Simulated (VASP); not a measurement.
# SiO2 (Ibam) in VASP: relaxation of cell and atoms with PBEsol

Aim: the relaxation of cell and atoms of SiO2 with PBEsol.

Everything below comes from runs of VASP 6.6.1. Logs are shortened: lines on timing, memory, paths and dates and some standing lists are left out, and cuts for length are marked.

## (1) The cell of the first run

Symmetry: Ibam, No. 72, orthorhombic system. Conventional cell: a = 5.518 Å, b = 6.016 Å, c = 4.706 Å, α = 90.00°, β = 90.00°, γ = 90.00°. Within 2.2 Å of Si (site symmetry 222) lie 4 O at 1.67 Å. Within 2.2 Å of O (site symmetry m) lie 2 Si at 1.67 Å.

## (2) Relaxation of cell and atoms, PBEsol

File INCAR:

```
SYSTEM = SiO2
PREC = Accurate ; ENCUT = 910
EDIFF = 1E-7 ; ISMEAR = 0
SIGMA = 0.02 ; LREAL = .FALSE.
LASPH = .TRUE. ; NELM = 120
ALGO = Normal ; ISIF = 3
LWAVE = .FALSE. ; LCHARG = .FALSE.
GGA = PS ; IBRION = 2
NSW = 100 ; EDIFFG = -0.005
GGA_COMPAT = .FALSE. ; NELMIN = 4
```

File KPOINTS:

```
regular mesh
0
G
  6 6 6
  0 0 0
```

File POSCAR:

```
SiO2
1.0
   -2.7588706644      3.0080635486      2.3527726194
    2.7588706644     -3.0080635486      2.3527726194
    2.7588706644      3.0080635486     -2.3527726194
Si O
2 4
Direct
    0.7500000000      0.7500000000      0.0000000000
    0.2500000000      0.2500000000      0.0000000000
    0.8629349127      0.8470803527      0.7100152653
    0.3629349127      0.6529196473      0.0158545600
    0.6370650873      0.3470803527      0.9841454400
    0.1370650873      0.1529196473      0.2899847347
```

Potentials or basis: VASP PAW PBE potentials, release 64 (Si, O_h).

Run with:

```
$ cat potpaw_PBE.64/Si/POTCAR potpaw_PBE.64/O_h/POTCAR > POTCAR
$ mpirun -np 1 vasp_std > vasp.out
```

OUTCAR:

```text
SYSTEM = SiO2
   PREC = Accurate
   ENCUT = 910
   EDIFF = 1E-7
   ISMEAR = 0
   LREAL = .FALSE.
   LASPH = .TRUE.
   NELM = 120
   ISIF = 3
   GGA = PS
   IBRION = 2
   NSW = 100
   EDIFFG = -0.005
   NELMIN = 4

 ion  position               nearest neighbor table
   1  0.750  0.750  0.000-   5 1.67   4 1.67   6 1.67   3 1.67   2 2.35   2 2.35
   2  0.250  0.250  0.000-   4 1.67   5 1.67   3 1.67   6 1.67   1 2.35   1 2.35
   3  0.863  0.847  0.710-   2 1.67   1 1.67
   4  0.363  0.653  0.016-   2 1.67   1 1.67
   5  0.637  0.347  0.984-   1 1.67   2 1.67
   6  0.137  0.153  0.290-   1 1.67   2 1.67

  LATTYP: Found a body centered orthorhombic cell.
 ALAT       =     4.7055452388
 B/A-ratio  =     1.1726040339
 C/A-ratio  =     1.2785185971

  Lattice vectors:

 A1 = (   2.7588706644,  -3.0080635486,   2.3527726194)
 A2 = (  -2.7588706644,  -3.0080635486,  -2.3527726194)
 A3 = (   2.7588706644,   3.0080635486,  -2.3527726194)

Analysis of symmetry for initial positions (statically):
=====================================================================
 Subroutine PRICEL returns:
 Original cell was already a primitive cell.

 Routine SETGRP: Setting up the symmetry group for a
 body centered orthorhombic supercell.

 Subroutine GETGRP returns: Found  8 space group operations
 (whereof  4 operations were pure point group operations)
 out of a pool of  8 trial point group operations.

The static configuration has the point symmetry C_2h.
 The point group associated with its full space group is D_2h.

Analysis of symmetry for dynamics (positions and initial velocities):
=====================================================================
 Subroutine PRICEL returns:
 Original cell was already a primitive cell.

 Routine SETGRP: Setting up the symmetry group for a
 body centered orthorhombic supercell.

 Subroutine GETGRP returns: Found  8 space group operations
 (whereof  4 operations were pure point group operations)
 out of a pool of  8 trial point group operations.

The dynamic configuration has the point symmetry C_2h.
 The point group associated with its full space group is D_2h.

 Subroutine INISYM returns: Found  8 space group operations
 (whereof  4 operations are pure point group operations),
 and found     1 'primitive' translations

----------------------------------------------------------------------------------------

                                     Primitive cell

  volume of cell :      78.1013

  direct lattice vectors                    reciprocal lattice vectors
    -2.758870664  3.008063549  2.352772619     0.000000000  0.166219893  0.212515224
     2.758870664 -3.008063549  2.352772619     0.181233577  0.000000000  0.212515224
     2.758870664  3.008063549 -2.352772619     0.181233577  0.166219893  0.000000000

  length of vectors
     4.711194398  4.711194398  4.711194398     0.269799505  0.279299713  0.245915966

  position of ions in fractional coordinates (direct lattice)
     0.750000000  0.750000000  0.000000000
     0.250000000  0.250000000  0.000000000
     0.862934913  0.847080353  0.710015265
     0.362934913  0.652919647  0.015854560
     0.637065087  0.347080353  0.984145440
     0.137065087  0.152919647  0.289984735

  ion indices of the primitive-cell ions
   primitive index   ion index
                 1           1
                 2           2
                 3           3
                 4           4
                 5           5
                 6           6

----------------------------------------------------------------------------------------

 KPOINTS: regular mesh

Automatic generation of k-mesh.
 Grid dimensions read from file:
 generate k-points for:    6    6    6

 Generating k-lattice:

  Cartesian coordinates                     Fractional coordinates (reciprocal lattice)
     0.000000000  0.027703315  0.035419204     0.166666667  0.000000000 -0.000000000
     0.030205596  0.000000000  0.035419204     0.000000000  0.166666667  0.000000000
     0.030205596  0.027703315  0.000000000    -0.000000000  0.000000000  0.166666667

  Length of vectors
     0.044966584  0.046549952  0.040985994

  Shift w.r.t. Gamma in fractional coordinates (k-lattice)
     0.000000000  0.000000000  0.000000000

 Subroutine IBZKPT returns following result:
 ===========================================

 Found     46 irreducible k-points:

 Following reciprocal coordinates:
            Coordinates               Weight
  0.000000  0.000000  0.000000      1.000000
  0.166667 -0.000000  0.000000      4.000000
  0.333333 -0.000000  0.000000      4.000000
  0.500000  0.000000  0.000000      2.000000
  0.000000  0.166667  0.000000      4.000000
  0.166667  0.166667  0.000000      8.000000
[... 16 lines left out ...]
 -0.166667  0.166667  0.166667      2.000000
  0.166667  0.333333  0.166667      4.000000
 [... further k-points ...]
   k-points           NKPTS =     46   k-points in BZ     NKDIM =     46   number of bands    NBANDS=     20
   number of dos      NEDOS =    301   number of ions     NIONS =      6
   total plane-waves  NPLWV = 110592
   dimension x,y,z NGX =    48 NGY =   48 NGZ =   48
   dimension x,y,z NGXF=    96 NGYF=   96 NGZF=   96
   ions per type =               2   4
   NGX,Y,Z   is equivalent  to a cutoff of  16.94, 16.94, 16.94 a.u.
   NGXF,Y,Z  is equivalent  to a cutoff of  33.88, 33.88, 33.88 a.u.
 SYSTEM =  SiO2
   PREC   = accura    normal or accurate (medium, high low for compatibility)
   ISTART =      0    job   : 0-new  1-cont  2-samecut
   ICHARG =      2    charge: 1-file 2-atom 10-const
   ISPIN  =      1    spin polarized calculation?
   LNONCOLLINEAR =      F non collinear calculations
   LSORBIT =      F    spin-orbit coupling
   LASPH  =      T    aspherical Exc in radial PAW
   ENCUT  =  910.0 eV  66.88 Ry    8.18 a.u.  11.59 11.59 11.59*2*pi/ulx,y,z
   NELM   =    120;   NELMIN=  4; NELMDL= -5     # of ELM steps
   EDIFF  = 0.1E-06   stopping-criterion for ELM
   LREAL  =      F    real-space projection
   EDIFFG = -.5E-02   stopping-criterion for IOM
   NSW    =    100    number of steps for IOM
   IBRION =      2    ionic relax: 0-MD 1-quasi-New 2-CG
   NFREE  =      1    steps in history (QN), initial steepest desc. (CG)
   ISIF   =      3    stress and relaxation
   ISYM   =      2    0-nonsym 1-usesym 2-fastsym
   POTIM  = 0.5000    time-step for ionic-motion
   TEBEG  =    0.0;   TEEND  =   0.0 temperature during run
   PSTRESS=    0.0 pullay stress
   NELECT =      32.0000    total number of electrons
   NUPDOWN=      -1.0000    fix difference up-down
   EMIN   =  10.00;   EMAX   =-10.00  energy-range for DOS
   EFERMI =   0.00;   METHOD = LEGACY
   ISMEAR =     0;   SIGMA  =   0.02  broadening in eV -4-tet -1-fermi 0-gaus
   EFERMI_NEDOS =   21; number of points for ismear=-14 and -15
   IALGO  =     38    algorithm
   IMIX   =      4    mixing-type and parameters
     AMIX     =   0.40;   BMIX     =  1.00
     AMIX_MAG =   1.60;   BMIX_MAG =  1.00
  volume/ion in A,a.u.               =      13.02        87.84
  Fermi-wavevector in a.u.,A,eV,Ry     =   1.215921  2.297758 20.115725  1.478464
  Thomas-Fermi vector in A             =   2.351292
   LORBIT       =      0    0 simple, 1 ext, 2 COOP (PROOUT), +10 PAW based schemes
   GGA     = PS    functional components
   LHFCALC =     F    Hartree Fock is set to
   AEXX    =    0.0000 exact exchange contribution
   IVDW    =     0    specifies the selected vdW correction
   LEPSILON=     F    determine dielectric tensor
   LRPA    =     F    only Hartree local field effects (RPA)
 conjugate gradient relaxation of ions
 non-spin polarized calculation
 Gauss-broadening in eV      SIGMA  =   0.02
  energy-cutoff  :      910.00
  volume of cell :       78.10
 maximum number of plane-waves:      4905
 NGX is ok and might be reduce to    48
   NGX = 23   NGY = 23   NGZ = 23

--------------------------------------- Ionic step        1  -------------------------------------------

 number of electron      32.0000000 magnetization

 Free energy of the ion-electron system (eV)
  ---------------------------------------------------
  ext. energy  EPLUGINS =         0.00000000
  ---------------------------------------------------
  free energy    TOTEN  =       -47.04191057 eV

  energy without entropy =      -47.04191057  energy(sigma->0) =      -47.04191057

------------------------ aborting loop because EDIFF is reached ----------------------------------------

  FORCE on cell =-STRESS in cart. coord.  units (eV):
  Direction    XX          YY          ZZ          XY          YZ          ZX
  --------------------------------------------------------------------------------------
  -------------------------------------------------------------------------------------
  Total        0.1813106     -0.1420759      0.2045892      0.0000000      0.0000000      0.0000000
  in kB        3.7194224     -2.9145590      4.1969619      0.0000000      0.0000000      0.0000000
  external PRESSURE =       1.6672751 kB  Pullay stress =       0.0000000 kB
[... 101 lines left out ...]
  FREE ENERGIE OF THE ION-ELECTRON SYSTEM (eV)
  ---------------------------------------------------
  free  energy   TOTEN  =       -47.0424400141 eV

  energy  without entropy=      -47.0424400141  energy(sigma->0) =      -47.04244001

[... ionic steps 4 to 25 ...]

--------------------------------------- Ionic step       26  -------------------------------------------

 number of electron      31.9999996 magnetization

------------------------ aborting loop because EDIFF is reached ----------------------------------------

  FORCE on cell =-STRESS in cart. coord.  units (eV):
  Direction    XX          YY          ZZ          XY          YZ          ZX
  --------------------------------------------------------------------------------------
  -------------------------------------------------------------------------------------
  Total       -0.0328450     -0.0157677     -0.0633334      0.0000000      0.0000000      0.0000000
  in kB       -0.6850286     -0.3288576     -1.3209083      0.0000000      0.0000000      0.0000000
  external PRESSURE =      -0.7782648 kB  Pullay stress =       0.0000000 kB
[... 65 lines left out ...]
  energy  without entropy=      -47.0479213369  energy(sigma->0) =      -47.04792134

--------------------------------------- Ionic step       28  -------------------------------------------

 number of electron      31.9999997 magnetization

 Free energy of the ion-electron system (eV)
  ---------------------------------------------------
  ext. energy  EPLUGINS =         0.00000000
  ---------------------------------------------------
  free energy    TOTEN  =       -47.04793224 eV

  energy without entropy =      -47.04793224  energy(sigma->0) =      -47.04793224

 E-fermi :   1.4968     XC(G=0):  -9.3548

 val. band max:        1.4135623869   @ k =   0.5000   0.5000   0.5000
 cond. band min:       6.1850719215   @ k =   0.0000   0.0000   0.0000
 fundamental gap:      4.7715095346
 Fermi energy:         1.4967794861

 k-point     1 :       0.0000    0.0000    0.0000
  band No.  band energies     occupation
      1     -18.5201      2.00000
      2     -16.7741      2.00000
      3     -15.5229      2.00000
      4     -15.4858      2.00000
      5      -5.3842      2.00000
      6      -3.8060      2.00000
[... 12 lines left out ...]
     19      10.7879      0.00000
[... 513 lines left out ...]
      4     -15.6463      2.00000
      5      -4.3768      2.00000
      6      -4.3768      2.00000
[... 12 lines left out ...]
     19      10.0924      0.00000
     20      10.0924      0.00000

 [... further k-points ...]
[... 5 lines left out ...]
  --------------------------------------------------------------------------------------
  -------------------------------------------------------------------------------------
  Total       -0.0048686     -0.0178479     -0.0119451      0.0000000      0.0000000      0.0000000
  in kB       -0.1016033     -0.3724666     -0.2492820      0.0000000      0.0000000      0.0000000
  external PRESSURE =      -0.2411173 kB  Pullay stress =       0.0000000 kB
[... 21 lines left out ...]
  FREE ENERGIE OF THE ION-ELECTRON SYSTEM (eV)
  ---------------------------------------------------
  free  energy   TOTEN  =       -47.0479322399 eV

  energy  without entropy=      -47.0479322399  energy(sigma->0) =      -47.04793224

 reached required accuracy - stopping structural energy minimisation
```

It took 22 min on 1 thread of Intel Xeon Platinum 8488C (Sapphire Rapids), shared host; peak memory 0.42 GiB.

What came out:

```yaml
Free_energy: -47.0479 eV
Relaxed_volume: 12.80 Å³/atom
Relaxed_cell: a = 4.676 Å, b = 4.676 Å, c = 4.676 Å, α = 106.57°, β = 102.83°, γ = 119.52°
Space_group_after_relaxing_to_0.1_Å: Ibam (No. 72)
Energy_gained_by_relaxing: 1.0 meV/atom
Ionic_steps: 28
Pressure_after_relaxing: 0.0 GPa
Band_gap_on_the_k_mesh: 4.77 eV (least direct gap 5.28 eV)
```

Step by step:
```csv
step,energy change (eV),largest force (eV/Å),pressure (GPa),volume (Å³)
1,0.0000,0.0920,0.17,78.10
2,0.0003,0.1226,-1.06,78.25
3,-0.0005,0.0073,-0.38,78.17
4,-0.0015,0.0141,-0.30,77.93
5,-0.0033,0.0354,-0.02,77.19
6,-0.0034,0.0450,0.10,76.87
7,-0.0040,0.0374,-0.03,76.70
8,-0.0040,0.0375,-0.04,76.68
9,-0.0042,0.0344,0.03,76.60
10,-0.0047,0.0360,0.23,76.39
11,-0.0044,0.0709,0.65,75.95
12,-0.0048,0.0451,0.37,76.25
13,-0.0049,0.0284,0.28,76.25
14,-0.0050,0.0137,0.06,76.25
15,-0.0050,0.0156,0.05,76.25
16,-0.0050,0.0158,0.06,76.26
17,-0.0051,0.0153,0.05,76.28
18,-0.0053,0.0156,0.04,76.33
19,-0.0055,0.0160,0.03,76.43
20,-0.0058,0.0153,0.01,76.62
21,-0.0058,0.0147,-0.02,76.99
22,-0.0059,0.0136,-0.02,76.79
23,-0.0058,0.0543,0.06,76.84
24,-0.0060,0.0130,0.01,76.80
25,-0.0060,0.0181,-0.20,76.84
26,-0.0060,0.0074,-0.08,76.82
27,-0.0060,0.0029,-0.05,76.79
28,-0.0060,0.0006,-0.02,76.77
```

Final structure:
```
CELL_PARAMETERS angstrom
-2.79507 2.91604 2.35485
2.79507 -2.91604 2.35485
2.79507 2.91604 -2.35485
ATOMIC_POSITIONS crystal
Si 0.75000 0.75000 0.00000
Si 0.25000 0.25000 0.00000
O 0.85767 0.84965 0.70732
O 0.35767 0.65035 0.00803
O 0.64233 0.34965 0.99197
O 0.14233 0.15035 0.29268
```

Caveat: the cutoff is under 1.25 times the usual one of these potentials, so pressure, stress and relaxed cells hold a basis-set (Pulay) error; the PAW data sets were made with another functional, which shifts forces and pressure a little. As with any semilocal functional, this PBEsol gap is likely too small.
